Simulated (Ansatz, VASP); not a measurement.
**HPbNO4: VASP beside Ansatz**

File INCAR:

```
PREC     = Accurate       # precision mode
ENCUT    = 520            # plane-wave cutoff, eV
EDIFF    = 1E-6           # SCF threshold, eV
ISMEAR   = -1             # smearing method
SIGMA    = 0.05           # smearing width, eV
LREAL    = F              # projectors in reciprocal space
LASPH    = T              # aspherical terms in the spheres
NELM     = 60             # most SCF steps
ALGO     = Normal         # electronic algorithm
ISIF     = 2              # what is computed and relaxed
LWAVE    = F              # write WAVECAR
LCHARG   = T              # write CHGCAR
GGA      = B5             # functional
ALDAX    = 1.0          
AGGAX    = 1.0          
AGGAC    = 1.0          
ALDAC    = 0.0          
LELF     = T              # ELF
LVHAR    = T            
NBANDS   = 31             # bands
```

Contents of KPOINTS:

```
regular mesh
0
Gamma
  8 6 6
```

POSCAR

```
HPbNO4
1.0
    4.2753100000     -0.0004000000      0.0063600000
   -2.0839900000      5.2077500000     -0.0490700000
   -2.1237700000     -1.8657400000      4.9149100000
H Pb N O
1 1 1 4
Direct
    0.9907300000      0.0333000000      0.9099400000
    0.5027400000      0.8198900000      0.1428700000
    0.0083800000      0.4740800000      0.5026500000
    0.9981600000      0.9274100000      0.0287700000
    0.1946700000      0.7343500000      0.6085200000
    0.8167300000      0.3588200000      0.2455600000
    0.0138100000      0.3312100000      0.6521700000
```

input.yaml

```yaml
crystal:
  lattice:
    - [4.27531, -0.0004, 0.00636]
    - [-2.08399, 5.20775, -0.04907]
    - [-2.12377, -1.86574, 4.91491]
  atoms:
    - { symbol: H, position: [0.99073, 0.0333, 0.90994] }
    - { symbol: Pb, position: [0.50274, 0.81989, 0.14287] }
    - { symbol: "N", position: [0.00838, 0.47408, 0.50265] }
    - { symbol: O, position: [0.99816, 0.92741, 0.02877] }
    - { symbol: O, position: [0.19467, 0.73435, 0.60852] }
    - { symbol: O, position: [0.81673, 0.35882, 0.24556] }
    - { symbol: O, position: [0.01381, 0.33121, 0.65217] }
hamiltonian:
  xc: blyp
  pseudopotentials: { kind: paw }
kpoints:
  mp_grid: { grid: [8, 6, 6] }
  band_path:
    path:
      - [[0.0, 0.5, 0.0], [0.0, 0.0, 0.0], [0.0, 0.0, -0.5]]
      - [[0.0, 0.5, -0.5], [0.0, 0.0, 0.0], [-0.5, 0.0, 0.5]]
      - [[-0.5, 0.5, 0.5], [0.0, 0.0, 0.0], [-0.5, 0.0, 0.0]]
      - [[-0.5, 0.5, 0.0], [0.0, 0.0, 0.0]]
    npoints: 10
scf:
  occupations: { method: fermi_dirac, width: 0.05 }
  n_extra_bands: 17
output:
  forces: true
  stress: true
  eigenvalues: true
  fatbands: false
```

Alike in both runs: functional BLYP; k mesh 8 × 6 × 6; occupations fermi-dirac, width 0.05 eV; no spin polarisation.

```csv
,VASP,Ansatz
version,VASP 6.6.1,Ansatz 0.2.0
potentials or method,"VASP PAW PBE potentials, release 64 (H, Pb_d, N, O)",Ansatz PAW
plane-wave cutoff (eV),520,420
valence electrons in the cell,44,44
task,single point,band structure
```

VASP gave:

- gap on the k mesh at the Fermi level (eV): 2.74
- least direct gap on the mesh (eV): 3.07
- pressure (GPa): 2.9
- traceless stress, the component that is largest in VASP (GPa): -1.41
- rms of the force components (eV/Å): 0.332

Problem. Which values does Ansatz return?

Solution. gap on the k mesh at the Fermi level (eV): 2.79; least direct gap on the mesh (eV): 3.12; pressure (GPa): 1.9; traceless stress, the component that is largest in VASP (GPa): -0.39; rms of the force components (eV/Å): 0.141.

VASP's potentials were made for PBE, not for BLYP. Atom by atom the forces differ by 0.205 eV/Å (rms over components).

Spin-orbit coupling is off throughout.
